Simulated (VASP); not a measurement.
# F (Fd-3m) in VASP: notebook

Runs on F. Level: PBE. Tasks: single point.

Program: VASP 6.6.1. These are calculated values, not measurements. Logs are shortened: lines on timing, memory, paths and dates and some standing lists are left out, and cuts for length are marked.

**1. The cell of the first run**

It takes space group Fd-3m (No. 227, cubic). Conventional cell: a = 4.437 Å, b = 4.437 Å, c = 4.437 Å, α = 90.00°, β = 90.00°, γ = 90.00°. F (site symmetry -43m) has 4 F at 1.92 Å within 2.5 Å.

**2. Single point, PBE**

Input file INCAR:

```
SYSTEM = F
  ALGO = Normal
  EDIFF = 1E-6
  ENCUT = 520
  GGA = PE
  ISIF = 2
  ISMEAR = -1
  LASPH = .True.
  LCHARG = .True.
  LELF = .True.
  LREAL = .False.
  LVHAR = .True.
  LWAVE = .False.
  NBANDS = 14
  NELM = 60
  PREC = Accurate
  SIGMA = 0.08
```

Input file KPOINTS:

```
k-points
0
Gamma
  14 14 14
  0 0 0
```

Input file POSCAR:

```
F
1.0
    0.0000000000      2.2186118708      2.2186118708
    2.2186118708      0.0000000000      2.2186118708
    2.2186118708      2.2186118708      0.0000000000
F
2
Direct
   -0.1250000000     -0.1250000000     -0.1250000000
    0.1250000000      0.1250000000      0.1250000000
```

Potentials or basis: VASP PAW PBE potentials, release 64 (F).

On the command line:

```console
> cat potpaw_PBE.64/F/POTCAR > POTCAR
> mpirun -np 1 vasp_std > vasp.out
```

OUTCAR:

```text
SYSTEM = F
   EDIFF = 1E-6
   ENCUT = 520
   GGA = PE
   ISIF = 2
   ISMEAR = -1
   LASPH = .True.
   LREAL = .False.
   NELM = 60
   PREC = Accurate

 ion  position               nearest neighbor table
   1  0.875  0.875  0.875-
   2  0.125  0.125  0.125-

  LATTYP: Found a face centered cubic cell.
 ALAT       =     4.4372237416

  Lattice vectors:

 A1 = (   0.0000000000,   2.2186118708,   2.2186118708)
 A2 = (   2.2186118708,   0.0000000000,   2.2186118708)
 A3 = (   2.2186118708,   2.2186118708,   0.0000000000)

Analysis of symmetry for initial positions (statically):
=====================================================================
 Subroutine PRICEL returns:
 Original cell was already a primitive cell.

 Routine SETGRP: Setting up the symmetry group for a
 face centered cubic supercell.

 Subroutine GETGRP returns: Found 48 space group operations
 (whereof 12 operations were pure point group operations)
 out of a pool of 48 trial point group operations.

The static configuration has the point symmetry D_3d.
 The point group associated with its full space group is O_h .

Analysis of symmetry for dynamics (positions and initial velocities):
=====================================================================
 Subroutine PRICEL returns:
 Original cell was already a primitive cell.

 Routine SETGRP: Setting up the symmetry group for a
 face centered cubic supercell.

 Subroutine GETGRP returns: Found 48 space group operations
 (whereof 12 operations were pure point group operations)
 out of a pool of 48 trial point group operations.

The dynamic configuration has the point symmetry D_3d.
 The point group associated with its full space group is O_h .

 Subroutine INISYM returns: Found 48 space group operations
 (whereof 12 operations are pure point group operations),
 and found     1 'primitive' translations

----------------------------------------------------------------------------------------

                                     Primitive cell

  volume of cell :      21.8411

  direct lattice vectors                    reciprocal lattice vectors
     0.000000000  2.218611871  2.218611871    -0.225366143  0.225366143  0.225366143
     2.218611871  0.000000000  2.218611871     0.225366143 -0.225366143  0.225366143
     2.218611871  2.218611871  0.000000000     0.225366143  0.225366143 -0.225366143

  length of vectors
     3.137590997  3.137590997  3.137590997     0.390345610  0.390345610  0.390345610

[... 88 lines left out ...]
   POTIM  = 0.5000    time-step for ionic-motion
   TEBEG  =    0.0;   TEEND  =   0.0 temperature during run
   PSTRESS=    0.0 pullay stress
   NELECT =      14.0000    total number of electrons
   NUPDOWN=      -1.0000    fix difference up-down
   EMIN   =  10.00;   EMAX   =-10.00  energy-range for DOS
   EFERMI =   0.00;   METHOD = LEGACY
   ISMEAR =    -1;   SIGMA  =   0.08  broadening in eV -4-tet -1-fermi 0-gaus
   EFERMI_NEDOS =   21; number of points for ismear=-14 and -15
   IALGO  =     38    algorithm
   IMIX   =      4    mixing-type and parameters
     AMIX     =   0.40;   BMIX     =  1.00
     AMIX_MAG =   1.60;   BMIX_MAG =  1.00
  volume/ion in A,a.u.               =      10.92        73.70
  Fermi-wavevector in a.u.,A,eV,Ry     =   1.411539  2.667422 27.108819  1.992442
  Thomas-Fermi vector in A             =   2.533380
   LORBIT       =      0    0 simple, 1 ext, 2 COOP (PROOUT), +10 PAW based schemes
   GGA     = PE    functional components
   LHFCALC =     F    Hartree Fock is set to
   AEXX    =    0.0000 exact exchange contribution
   IVDW    =     0    specifies the selected vdW correction
   LEPSILON=     F    determine dielectric tensor
   LRPA    =     F    only Hartree local field effects (RPA)
 non-spin polarized calculation
  energy-cutoff  :      520.00
  volume of cell :       21.84
 maximum number of plane-waves:       609
   NGX = 11   NGY = 11   NGZ = 11

 number of electron      14.0000003 magnetization

 Free energy of the ion-electron system (eV)
  ---------------------------------------------------
  ext. energy  EPLUGINS =         0.00000000
  ---------------------------------------------------
  free energy    TOTEN  =        -1.57529800 eV

  energy without entropy =       -1.48891586  energy(sigma->0) =       -1.53210693

 E-fermi :  -2.4066     XC(G=0):  -9.4324

 val. band max:       -2.4078713325   @ k =   0.4286   0.2143   0.0714
 cond. band min:      -2.4055875923   @ k =  -0.2143   0.3571   0.1429
 fundamental gap:      0.0022837402
 Fermi energy:        -2.4066082336

 k-point     1 :       0.0000    0.0000    0.0000
  band No.  band energies     occupation
      1     -26.3741      2.00000
      2     -21.4545      2.00000
      3      -6.0670      2.00000
      4      -6.0670      2.00000
      5      -6.0670      2.00000
      6      -3.5480      2.00000
      7      -3.5479      2.00000
      8      -3.5479      2.00000
      9       7.8893      0.00000
     10      23.6609      0.00000
     11      23.6609      0.00000
     12      23.6609      0.00000
     13      24.7695      0.00000
     14      24.7695      0.00000
[... 377 lines left out ...]
      1     -25.7981      2.00000
      2     -22.1823      2.00000
      3      -6.9418      2.00000
      4      -6.7639      2.00000
      5      -5.8954      2.00000
      6      -3.8427      2.00000
      7      -2.8237      1.98918
      8      -2.7770      1.98068
      9       9.8383      0.00000
     10      17.3286      0.00000
     11      21.2932      0.00000
     12      21.9294      0.00000
     13      25.3760      0.00000
     14      26.7715      0.00000

 [... further k-points ...]

------------------------ aborting loop because EDIFF is reached ----------------------------------------

  FORCE on cell =-STRESS in cart. coord.  units (eV):
  Direction    XX          YY          ZZ          XY          YZ          ZX
  --------------------------------------------------------------------------------------
  -------------------------------------------------------------------------------------
  Total        3.0613618      3.0613618      3.0613618     -0.0000000     -0.0000000      0.0000000
  in kB      224.5697483    224.5697483    224.5697483     -0.0000000     -0.0000000      0.0000000
  external PRESSURE =     224.5697483 kB  Pullay stress =       0.0000000 kB

 VOLUME and BASIS-vectors are now :
 -----------------------------------------------------------------------------
  energy-cutoff  :      520.00
  volume of cell :       21.84
      direct lattice vectors                 reciprocal lattice vectors
     0.000000000  2.218611871  2.218611871    -0.225366143  0.225366143  0.225366143
     2.218611871  0.000000000  2.218611871     0.225366143 -0.225366143  0.225366143
     2.218611871  2.218611871  0.000000000     0.225366143  0.225366143 -0.225366143

 POSITION                                       TOTAL-FORCE (eV/Angst)
 -----------------------------------------------------------------------------------
      3.88257      3.88257      3.88257         0.000000      0.000000      0.000000
      0.55465      0.55465      0.55465        -0.000000     -0.000000     -0.000000
 -----------------------------------------------------------------------------------
    total drift:                                0.000000      0.000000      0.000000

  FREE ENERGIE OF THE ION-ELECTRON SYSTEM (eV)
  ---------------------------------------------------
  free  energy   TOTEN  =        -1.5752979985 eV

  energy  without entropy=       -1.4889158576  energy(sigma->0) =       -1.53210693
```

OSZICAR:

```text
N       E                     dE             d eps       ncg     rms          rms(c)
DAV:   1     0.614270339360E+02    0.61427E+02   -0.85913E+03  3024   0.976E+02
DAV:   2     0.603810527721E-01   -0.61367E+02   -0.59159E+02  3582   0.227E+02
DAV:   3    -0.157939777556E+01   -0.16398E+01   -0.16196E+01  3608   0.331E+01
DAV:   4    -0.158492352250E+01   -0.55257E-02   -0.55254E-02  3536   0.222E+00
DAV:   5    -0.158494519488E+01   -0.21672E-04   -0.21673E-04  3614   0.121E-01    0.777E-01
DAV:   6    -0.157555832145E+01    0.93869E-02   -0.15916E-02  3560   0.127E+00    0.259E-01
DAV:   7    -0.157517231948E+01    0.38600E-03   -0.22354E-03  3476   0.477E-01    0.914E-02
DAV:   8    -0.157529382543E+01   -0.12151E-03   -0.58408E-05  3284   0.914E-02    0.904E-03
DAV:   9    -0.157529707061E+01   -0.32452E-05   -0.12414E-06  3032   0.115E-02    0.427E-03
DAV:  10    -0.157529799853E+01   -0.92792E-06   -0.83330E-07  2918   0.932E-03
   1 F= -.15752980E+01 E0= -.15321069E+01  d E =-.863821E-01
```

It took 21 s on 1 thread of Intel Xeon Platinum 8175M at 2.50GHz (Skylake/Cascade Lake), shared host; peak memory 0.14 GiB.

Results:

```
Free energy            : -1.5753 eV
Pressure               : 22.5 GPa
Band gap on the k mesh : zero (band 7 reaches -1.99 eV, above the bottom of band 8 at -3.55 eV)
```

Levels at points of the mesh, in eV from the Fermi level:
| k point | band 5 | band 6 | band 7 | band 8 | band 9 | band 10 |
| --- | --- | --- | --- | --- | --- | --- |
| (0.00, 0.00, 0.00) | -3.66 | -1.14 | -1.14 | -1.14 | 10.30 | 26.07 |
| (0.50, 0.00, 0.00) | -4.35 | -0.40 | -0.40 | -0.23 | 14.47 | 17.09 |
| (0.50, 0.50, 0.00) | -2.62 | -2.62 | 0.42 | 0.42 | 15.17 | 15.17 |

**3. Single point, PBE**

Input file INCAR:

```
ALGO = Normal ; EDIFF = 1E-6
ENCUT = 520 ; GGA = PE
ISIF = 2 ; ISMEAR = -1
LASPH = T ; LCHARG = T
LELF = T ; LREAL = F
LVHAR = T ; LWAVE = F
NBANDS = 14 ; NELM = 80
PREC = Accurate ; SIGMA = 0.08
```

Input file KPOINTS:

```
k-points
0
Gamma
  14 14 14
```

Input file POSCAR:

```
F
1.0
    0.0000000000      2.2184139854      2.2184139854
    2.2184139854      0.0000000000      2.2184139854
    2.2184139854      2.2184139854      0.0000000000
F
2
Direct
   -0.1250000000     -0.1250000000     -0.1250000000
    0.1250000000      0.1250000000      0.1250000000
```

Potentials or basis: VASP PAW PBE potentials, release 64 (F).

On the command line:

```console
> cat potpaw_PBE.64/F/POTCAR > POTCAR
> mpirun -np 1 vasp_std > vasp.out
```

OUTCAR:

```text
EDIFF = 1E-6
   ENCUT = 520
   GGA = PE
   ISIF = 2
   ISMEAR = -1
   LASPH = T
   LREAL = F
   NELM = 80
   PREC = Accurate

 ion  position               nearest neighbor table
   1  0.875  0.875  0.875-
   2  0.125  0.125  0.125-

  LATTYP: Found a face centered cubic cell.
 ALAT       =     4.4368279708

  Lattice vectors:

[... 591 lines left out ...]
     13      25.3816      0.00000
     14      26.7768      0.00000

 [... further k-points ...]

------------------------ aborting loop because EDIFF is reached ----------------------------------------

  FORCE on cell =-STRESS in cart. coord.  units (eV):
  Direction    XX          YY          ZZ          XY          YZ          ZX
  --------------------------------------------------------------------------------------
  -------------------------------------------------------------------------------------
  Total        3.0655226      3.0655226      3.0655226      0.0000000     -0.0000000     -0.0000000
  in kB      224.9351520    224.9351520    224.9351520      0.0000000     -0.0000000     -0.0000000
  external PRESSURE =     224.9351520 kB  Pullay stress =       0.0000000 kB

 VOLUME and BASIS-vectors are now :
 -----------------------------------------------------------------------------
  energy-cutoff  :      520.00
  volume of cell :       21.84
      direct lattice vectors                 reciprocal lattice vectors
     0.000000000  2.218413985  2.218413985    -0.225386246  0.225386246  0.225386246
     2.218413985  0.000000000  2.218413985     0.225386246 -0.225386246  0.225386246
     2.218413985  2.218413985  0.000000000     0.225386246  0.225386246 -0.225386246

 POSITION                                       TOTAL-FORCE (eV/Angst)
 -----------------------------------------------------------------------------------
      3.88222      3.88222      3.88222         0.000000      0.000000     -0.000000
      0.55460      0.55460      0.55460        -0.000000      0.000000      0.000000
 -----------------------------------------------------------------------------------
    total drift:                                0.000000      0.000000      0.000000

  FREE ENERGIE OF THE ION-ELECTRON SYSTEM (eV)
  ---------------------------------------------------
  free  energy   TOTEN  =        -1.5744508928 eV

  energy  without entropy=       -1.4881000030  energy(sigma->0) =       -1.53127545
```

OSZICAR:

```text
N       E                     dE             d eps       ncg     rms          rms(c)
DAV:   1     0.649650530437E+02    0.64965E+02   -0.85474E+03  2992   0.972E+02
DAV:   2     0.118548130078E+00   -0.64847E+02   -0.62531E+02  3590   0.234E+02
DAV:   3    -0.157839946047E+01   -0.16969E+01   -0.16871E+01  3638   0.340E+01
DAV:   4    -0.158410183692E+01   -0.57024E-02   -0.57023E-02  3524   0.226E+00
DAV:   5    -0.158412441357E+01   -0.22577E-04   -0.22576E-04  3662   0.124E-01    0.777E-01
DAV:   6    -0.157471182054E+01    0.94126E-02   -0.15946E-02  3488   0.127E+00    0.259E-01
DAV:   7    -0.157432514020E+01    0.38668E-03   -0.22603E-03  3530   0.479E-01    0.914E-02
DAV:   8    -0.157444674939E+01   -0.12161E-03   -0.58758E-05  3326   0.917E-02    0.904E-03
DAV:   9    -0.157444996341E+01   -0.32140E-05   -0.13283E-06  2998   0.119E-02    0.429E-03
DAV:  10    -0.157445089285E+01   -0.92944E-06   -0.82672E-07  2940   0.927E-03
   1 F= -.15744509E+01 E0= -.15312754E+01  d E =-.863509E-01
```

stdout:

```text
POSCAR found type information on POSCAR F
 POSCAR found :  1 types and       2 ions
 scaLAPACK will be used
 LDA part: xc-table for (Slater+PW92), standard interpolation
 POSCAR, INCAR and KPOINTS ok, starting setup
 FFT: planning ... GRIDC
 FFT: planning ... GRID_SOFT
 FFT: planning ... GRID
 WAVECAR not read
 entering main loop
```

Wall time 18 s (1 thread of Intel Xeon Platinum 8175M at 2.50GHz (Skylake/Cascade Lake), shared host); peak memory 0.14 GiB.

What came out:

```
Free energy            : -1.5745 eV
Pressure               : 22.5 GPa
Band gap on the k mesh : zero (band 7 reaches -1.98 eV, above the bottom of band 8 at -3.55 eV)
```

Levels at points of the mesh, in eV from the Fermi level:
| k point | band 5 | band 6 | band 7 | band 8 | band 9 | band 10 |
| --- | --- | --- | --- | --- | --- | --- |
| (0.00, 0.00, 0.00) | -3.66 | -1.14 | -1.14 | -1.14 | 10.30 | 26.07 |
| (0.50, 0.00, 0.00) | -4.35 | -0.40 | -0.40 | -0.23 | 14.47 | 17.09 |
| (0.50, 0.50, 0.00) | -2.62 | -2.62 | 0.42 | 0.42 | 15.17 | 15.17 |
